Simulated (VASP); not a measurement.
Write the native input for VASP 6.6.1 that does the following.

```
Task                   : single point
Functional             : PBEsol
Potentials or basis    : VASP PAW PBE potentials, release 64 (In_d, P, Al, As)
Cutoff                 : 520 eV
k mesh                 : 4 × 4 × 1
Occupations            : fermi-dirac, width 0.05 eV
Spin                   : no spin polarisation
Dipole correction      : no
Further INCAR settings : ALGO = Normal; EDIFF = 1e-07; NBANDS = 56
```

The structure of AlIn2AsP2 (an interface model) lies in POSCAR:

```
AlIn2AsP2
1.0
    2.8370490000     -2.8370490000      0.0000000000
    0.0000000000      2.8370490000     -2.8370490000
   11.8239910000     11.8239910000     11.8239910000
In P Al As
4 4 2 2
Direct
    0.0257270000      0.0000260000      0.0051890000
    0.0594940000      0.0157020000      0.5041450000
    0.3155110000      0.6596100000      0.1670710000
    0.6584840000      0.3450560000      0.3391110000
    0.9778840000      0.9679990000      0.1246200000
    0.0272170000      0.0462820000      0.6350370000
    0.3282740000      0.6498040000      0.3044740000
    0.6687060000      0.3325530000      0.4635390000
    0.3506700000      0.6998510000      0.6720620000
    0.6574310000      0.3338110000      0.8409580000
    0.3245480000      0.6615580000      0.8053260000
    0.7049260000      0.3381260000      0.9600280000
```

These files were run (other wordings do the same):

INCAR

```
ALGO = Normal ; EDIFF = 1E-7
ENCUT = 520 ; GGA = PS
ISIF = 2 ; ISMEAR = -1
LASPH = True ; LCHARG = False
LREAL = False ; LWAVE = False
NBANDS = 56 ; NELM = 100
PREC = Accurate ; SIGMA = 0.05
```

KPOINTS

```
k-points
0
Gamma
  4 4 1
```

Potentials or basis: VASP PAW PBE potentials, release 64 (In_d, P, Al, As).

Launch:

```sh
$ cat potpaw_PBE.64/In_d/POTCAR potpaw_PBE.64/P/POTCAR potpaw_PBE.64/Al/POTCAR potpaw_PBE.64/As/POTCAR > POTCAR
$ mpirun -np 1 vasp_std > vasp.out
```

It gave:

```
Pressure               : 4.1 GPa
Largest force          : 3.022 eV/Å
Band gap on the k mesh : 0.69 eV
```

Caveat: the k points lie up to 0.45 Å⁻¹ apart; the PAW data sets were made with another functional, which shifts forces and pressure a little; spin-orbit coupling is left out, which moves the levels of the heavy elements.

Run time: 3.6 min on 1 thread of Intel(R) Xeon(R) Platinum 8488C (Sapphire Rapids), on a shared host, peak memory 0.45 GiB.
